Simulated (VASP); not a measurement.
# Al in VASP: a series of runs

Runs on Al. Level: r2SCAN. Tasks: single point.

Everything below comes from runs of VASP 6.6.1. Logs are shortened: lines on timing, memory, paths and dates and some standing lists are left out, and cuts for length are marked.

### Step 1. The cell of the first run

The cell holds a slab with vacuum, 8 atoms: a = 2.822 Å, b = 2.822 Å, c = 24.524 Å, α = 90.00°, β = 90.00°, γ = 60.00°.

### Step 2. Single point, r2SCAN (the distance across one plane changed)

The input, POSCAR:

```
Al
1.0
   -2.8221979689      0.0000000000      0.0000000000
   -1.4110989845     -2.4440951356      0.0000000000
    0.0000000000      0.0000000000     24.5241186883
Al
8
Direct
    1.0000000000      1.0000000000      0.6137160982
    1.0000000000      1.0000000000      0.2360446532
    0.3333333333      0.3333333333      0.7081339595
    0.3333333333      0.3333333333      0.3304625144
    1.0000000000      1.0000000000      0.0472089306
    1.0000000000      1.0000000000      0.4248803757
    0.6666666667      0.6666666667      0.1416267919
    0.6666666667      0.6666666667      0.5192982370
```

The input, INCAR.step1:

```
  PREC = Accurate
  ENCUT = 520
  ISMEAR = 0
  SIGMA = 0.15
  LREAL = False
  LASPH = True
  NELM = 80
  NBANDS = 22
  GGA = PE
  ALGO = Normal
  EDIFF = 1E-4
  LWAVE = True
  LCHARG = False
```

The input, INCAR.step2:

```
  PREC = Accurate
  ENCUT = 520
  EDIFF = 1E-7
  ISMEAR = 0
  SIGMA = 0.15
  LREAL = False
  LASPH = True
  NELM = 80
  ALGO = Normal
  ISIF = 2
  LWAVE = False
  LCHARG = False
  METAGGA = R2SCAN
  LMIXTAU = True
  NBANDS = 22
  ISTART = 1
```

The input, KPOINTS:

```
Automatic mesh
0
Gamma
  19 19 3
```

Potentials or basis: VASP PAW PBE potentials, release 64 (Al).

Started as:

```bash
$ cat potpaw_PBE.64/Al/POTCAR > POTCAR
$ cp INCAR.step1 INCAR
$ mpirun -np 1 vasp_std > vasp.out
$ cp INCAR.step2 INCAR
$ mpirun -np 1 vasp_std > vasp.out
```

OUTCAR:

```text
PREC = Accurate
   ENCUT = 520
   EDIFF = 1E-7
   ISMEAR = 0
   LREAL = False
   LASPH = True
   NELM = 80
   ISIF = 2
   METAGGA = R2SCAN
   ISTART = 1

 ion  position               nearest neighbor table
   1  0.000  0.000  0.614-   8 2.83   8 2.83   8 2.83   3 2.83   3 2.83   3 2.83
   2  0.000  0.000  0.236-   4 2.83   4 2.83   4 2.83   7 2.83   7 2.83   7 2.83
   3  0.333  0.333  0.708-   1 2.83   1 2.83   1 2.83
   4  0.333  0.333  0.330-   2 2.83   2 2.83   2 2.83   6 2.83   6 2.83   6 2.83
   5  0.000  0.000  0.047-   7 2.83   7 2.83   7 2.83
   6  0.000  0.000  0.425-   4 2.83   8 2.83   8 2.83   4 2.83   4 2.83   8 2.83
   7  0.667  0.667  0.142-   2 2.83   5 2.83   2 2.83   5 2.83   2 2.83   5 2.83
   8  0.667  0.667  0.519-   1 2.83   1 2.83   1 2.83   6 2.83   6 2.83   6 2.83

  LATTYP: Found a hexagonal cell.
 ALAT       =     2.8221979689
 C/A-ratio  =     8.6897230308

  Lattice vectors:

 A1 = (   1.4110989845,   2.4440951356,   0.0000000000)
 A2 = (  -2.8221979689,   0.0000000000,   0.0000000000)
 A3 = (   0.0000000000,   0.0000000000,  24.5241186883)

Analysis of symmetry for initial positions (statically):
=====================================================================
 Subroutine PRICEL returns:
 Original cell was already a primitive cell.

 Routine SETGRP: Setting up the symmetry group for a
 hexagonal supercell.

 Subroutine GETGRP returns: Found  6 space group operations
 (whereof  6 operations were pure point group operations)
 out of a pool of 24 trial point group operations.

The static configuration has the point symmetry C_3v.

Analysis of symmetry for dynamics (positions and initial velocities):
=====================================================================
 Subroutine PRICEL returns:
 Original cell was already a primitive cell.

 Routine SETGRP: Setting up the symmetry group for a
 hexagonal supercell.

 Subroutine GETGRP returns: Found  6 space group operations
 (whereof  6 operations were pure point group operations)
 out of a pool of 24 trial point group operations.

The dynamic configuration has the point symmetry C_3v.

 Subroutine INISYM returns: Found  6 space group operations
 (whereof  6 operations are pure point group operations),
 and found     1 'primitive' translations

----------------------------------------------------------------------------------------

                                     Primitive cell

  volume of cell :     169.1605

  direct lattice vectors                    reciprocal lattice vectors
    -2.822197969  0.000000000  0.000000000    -0.354333754  0.204574688  0.000000000
    -1.411098984 -2.444095136  0.000000000     0.000000000 -0.409149376  0.000000000
     0.000000000  0.000000000 24.524118688     0.000000000  0.000000000  0.040776185

  length of vectors
     2.822197969  2.822197969 24.524118688     0.409149376  0.409149376  0.040776185

  position of ions in fractional coordinates (direct lattice)
     0.000000000  0.000000000  0.613716098
     0.000000000  0.000000000  0.236044653
     0.333333333  0.333333333  0.708133960
     0.333333333  0.333333333  0.330462514
     0.000000000  0.000000000  0.047208931
     0.000000000  0.000000000  0.424880376
     0.666666667  0.666666667  0.141626792
     0.666666667  0.666666667  0.519298237

  ion indices of the primitive-cell ions
   primitive index   ion index
                 1           1
                 2           2
                 3           3
                 4           4
                 5           5
                 6           6
                 7           7
                 8           8

----------------------------------------------------------------------------------------

 KPOINTS: Automatic mesh

Automatic generation of k-mesh.
 Grid dimensions read from file:
 generate k-points for:   19   19    3

 Generating k-lattice:

  Cartesian coordinates                     Fractional coordinates (reciprocal lattice)
    -0.018649145  0.010767089  0.000000000     0.052631579  0.000000000  0.000000000
     0.000000000 -0.021534178  0.000000000     0.000000000  0.052631579  0.000000000
     0.000000000  0.000000000  0.013592062     0.000000000  0.000000000  0.333333333

  Length of vectors
     0.021534178  0.021534178  0.013592062

  Shift w.r.t. Gamma in fractional coordinates (k-lattice)
     0.000000000  0.000000000  0.000000000

 Subroutine IBZKPT returns following result:
 ===========================================

 Found    110 irreducible k-points:

 Following reciprocal coordinates:
            Coordinates               Weight
  0.000000  0.000000  0.000000      1.000000
  0.052632  0.000000  0.000000      6.000000
  0.105263  0.000000  0.000000      6.000000
  0.157895  0.000000  0.000000      6.000000
  0.210526  0.000000  0.000000      6.000000
  0.263158  0.000000  0.000000      6.000000
[... 16 lines left out ...]
  0.368421  0.105263  0.000000     12.000000
  0.421053  0.105263  0.000000     12.000000
 [... further k-points ...]
   k-points           NKPTS =    110   k-points in BZ     NKDIM =    110   number of bands    NBANDS=     22
   number of dos      NEDOS =    301   number of ions     NIONS =      8
   total plane-waves  NPLWV = 110592
   dimension x,y,z NGX =    24 NGY =   24 NGZ =  192
   dimension x,y,z NGXF=    48 NGYF=   48 NGZF=  384
   ions per type =               8
   NGX,Y,Z   is equivalent  to a cutoff of  14.14, 14.14, 13.02 a.u.
   NGXF,Y,Z  is equivalent  to a cutoff of  28.28, 28.28, 26.03 a.u.
 SYSTEM =  unknown system
   PREC   = accura    normal or accurate (medium, high low for compatibility)
   ISTART =      1    job   : 0-new  1-cont  2-samecut
   ICHARG =      0    charge: 1-file 2-atom 10-const
   ISPIN  =      1    spin polarized calculation?
   LNONCOLLINEAR =      F non collinear calculations
   LSORBIT =      F    spin-orbit coupling
   LASPH  =      T    aspherical Exc in radial PAW
   ENCUT  =  520.0 eV  38.22 Ry    6.18 a.u.   5.25  5.25 45.60*2*pi/ulx,y,z
   NELM   =     80;   NELMIN=  2; NELMDL=  0     # of ELM steps
   EDIFF  = 0.1E-06   stopping-criterion for ELM
   LREAL  =      F    real-space projection
   EDIFFG = 0.1E-05   stopping-criterion for IOM
   NSW    =      0    number of steps for IOM
   IBRION =     -1    ionic relax: 0-MD 1-quasi-New 2-CG
   NFREE  =      0    steps in history (QN), initial steepest desc. (CG)
   ISIF   =      2    stress and relaxation
   ISYM   =      2    0-nonsym 1-usesym 2-fastsym
   POTIM  = 0.5000    time-step for ionic-motion
   TEBEG  =    0.0;   TEEND  =   0.0 temperature during run
   PSTRESS=    0.0 pullay stress
   NELECT =      24.0000    total number of electrons
   NUPDOWN=      -1.0000    fix difference up-down
   EMIN   =  10.00;   EMAX   =-10.00  energy-range for DOS
   EFERMI =   0.00;   METHOD = LEGACY
   ISMEAR =     0;   SIGMA  =   0.15  broadening in eV -4-tet -1-fermi 0-gaus
   EFERMI_NEDOS =   21; number of points for ismear=-14 and -15
   IALGO  =     38    algorithm
   IMIX   =      4    mixing-type and parameters
     AMIX     =   0.40;   BMIX     =  1.00
     AMIX_MAG =   1.60;   BMIX_MAG =  1.00
  volume/ion in A,a.u.               =      21.15       142.69
  Fermi-wavevector in a.u.,A,eV,Ry     =   0.853845  1.613533  9.919339  0.729051
  Thomas-Fermi vector in A             =   1.970350
   LORBIT       =      0    0 simple, 1 ext, 2 COOP (PROOUT), +10 PAW based schemes
   METAGGA = R2SCAN    functional components
   LHFCALC =     F    Hartree Fock is set to
   AEXX    =    0.0000 exact exchange contribution
   IVDW    =     0    specifies the selected vdW correction
   LEPSILON=     F    determine dielectric tensor
   LRPA    =     F    only Hartree local field effects (RPA)
 non-spin polarized calculation
 Gauss-broadening in eV      SIGMA  =   0.15
  energy-cutoff  :      520.00
  volume of cell :      169.16
 maximum number of plane-waves:      4594
 NGX is ok and might be reduce to    24
   NGX = 11   NGY = 11   NGZ = 91

 number of electron      24.0000000 magnetization

 Free energy of the ion-electron system (eV)
  ---------------------------------------------------
  ext. energy  EPLUGINS =         0.00000000
  ---------------------------------------------------
  free energy    TOTEN  =       -53.00853580 eV

  energy without entropy =      -52.97338587  energy(sigma->0) =      -52.99096083

 E-fermi :   5.3446     XC(G=0):  -8.9955

 val. band max:        5.3257701838   @ k =   0.3158   0.4211   0.3333
 cond. band min:       5.3533063663   @ k =   0.4737   0.1579   0.0000
 fundamental gap:      0.0275361825
 Fermi energy:         5.3445990912

 k-point     1 :       0.0000    0.0000    0.0000
  band No.  band energies     occupation
      1      -6.6050      2.00000
      2      -6.2962      2.00000
      3      -5.7810      2.00000
      4      -5.0691      2.00000
      5      -4.1632      2.00000
      6      -3.0752      2.00000
[... 14 lines left out ...]
     21      17.1956      0.00000
     22      17.2979      0.00000

 k-point     2 :       0.0526    0.0000    0.0000
  band No.  band energies     occupation
      1      -6.5321      2.00000
      2      -6.2235      2.00000
      3      -5.7085      2.00000
      4      -4.9969      2.00000
      5      -4.0913      2.00000
      6      -3.0038      2.00000
[... 14 lines left out ...]
     21      16.1436      0.00000
     22      16.3955      0.00000

 k-point     3 :       0.1053    0.0000    0.0000
  band No.  band energies     occupation
      1      -6.3137      2.00000
      2      -6.0055      2.00000
      3      -5.4912      2.00000
      4      -4.7805      2.00000
      5      -3.8761      2.00000
      6      -2.7900      2.00000
[... 14 lines left out ...]
     21      14.7119      0.00000
     22      15.1514      0.00000
[... 476 lines left out ...]
 k-point    23 :       0.3684    0.1053    0.0000
  band No.  band energies     occupation
      1      -3.7910      2.00000
      2      -3.4878      2.00000
      3      -2.9818      2.00000
      4      -2.2830      2.00000
      5      -1.3943      2.00000
      6      -0.3287      2.00000
[... 14 lines left out ...]
     21      10.3129      0.00000
     22      10.4657      0.00000

 k-point    24 :       0.4211    0.1053    0.0000
  band No.  band energies     occupation
      1      -2.8662      2.00000
      2      -2.5649      2.00000
      3      -2.0627      2.00000
      4      -1.3695      2.00000
      5      -0.4894      2.00000
      6       0.5611      2.00000
[... 14 lines left out ...]
     21       9.8385      0.00000
     22      10.0699      0.00000

 [... further k-points ...]

------------------------ aborting loop because EDIFF is reached ----------------------------------------

  FORCE on cell =-STRESS in cart. coord.  units (eV):
  Direction    XX          YY          ZZ          XY          YZ          ZX
  --------------------------------------------------------------------------------------
  -------------------------------------------------------------------------------------
  Total       -1.6879351     -1.6879351      0.3680037     -0.0000000      0.0000000     -0.0000000
  in kB      -15.9870129    -15.9870129      3.4854899     -0.0000000      0.0000000     -0.0000000
  external PRESSURE =      -9.4961786 kB  Pullay stress =       0.0000000 kB

 VOLUME and BASIS-vectors are now :
 -----------------------------------------------------------------------------
  energy-cutoff  :      520.00
  volume of cell :      169.16
      direct lattice vectors                 reciprocal lattice vectors
    -2.822197969  0.000000000  0.000000000    -0.354333754  0.204574688  0.000000000
    -1.411098984 -2.444095136  0.000000000     0.000000000 -0.409149376  0.000000000
     0.000000000  0.000000000 24.524118688     0.000000000  0.000000000  0.040776185

 POSITION                                       TOTAL-FORCE (eV/Angst)
 -----------------------------------------------------------------------------------
      0.00000      0.00000     15.05085         0.000000      0.000000     -0.037329
      0.00000      0.00000      5.78879         0.000000      0.000000      0.002045
     -1.41110     -0.81470     17.36636         0.000000      0.000000      0.039883
     -1.41110     -0.81470      8.10430        -0.000000     -0.000000      0.012401
      0.00000      0.00000      1.15776         0.000000      0.000000     -0.078575
      0.00000      0.00000     10.41982        -0.000000     -0.000000     -0.037325
     -2.82220     -1.62940      3.47327         0.000000      0.000000      0.069044
     -2.82220     -1.62940     12.73533        -0.000000      0.000000      0.029855
 -----------------------------------------------------------------------------------
    total drift:                                0.000001      0.000000     -0.000164

  FREE ENERGIE OF THE ION-ELECTRON SYSTEM (eV)
  ---------------------------------------------------
  free  energy   TOTEN  =       -53.0085358019 eV

  energy  without entropy=      -52.9733858665  energy(sigma->0) =      -52.99096083
```

Wall time 19 min (1 thread of Intel Xeon 6975P-C (Granite Rapids), shared host); peak memory 0.54 GiB.

What came out:

- Free energy: -53.0085 eV
- Largest force: 0.079 eV/Å
- Band gap on the k mesh: zero (bands 12 and 13 overlap by 3.79 eV)

Forces on the atoms (eV/Å):
```
Al   0.000  0.000 -0.037
Al   0.000  0.000  0.002
Al   0.000  0.000  0.040
Al   0.000  0.000  0.012
Al   0.000  0.000 -0.079
Al   0.000  0.000 -0.037
Al   0.000  0.000  0.069
Al   0.000  0.000  0.030
```

Levels at points of the mesh, in eV from the Fermi level:
| k point | band 8 | band 9 | band 10 | band 11 | band 12 | band 13 | band 14 | band 15 |
| --- | --- | --- | --- | --- | --- | --- | --- | --- |
| (0.00, 0.00, 0.00) | -5.64 | -4.39 | -2.55 | -0.77 | 1.08 | 2.52 | 4.51 | 4.54 |

Caveat: the cell differs from its parent crystal (the distance across one plane changed); the PAW data sets were made with another functional, which shifts forces and pressure a little.

(Part 1 of 2 ends here.)
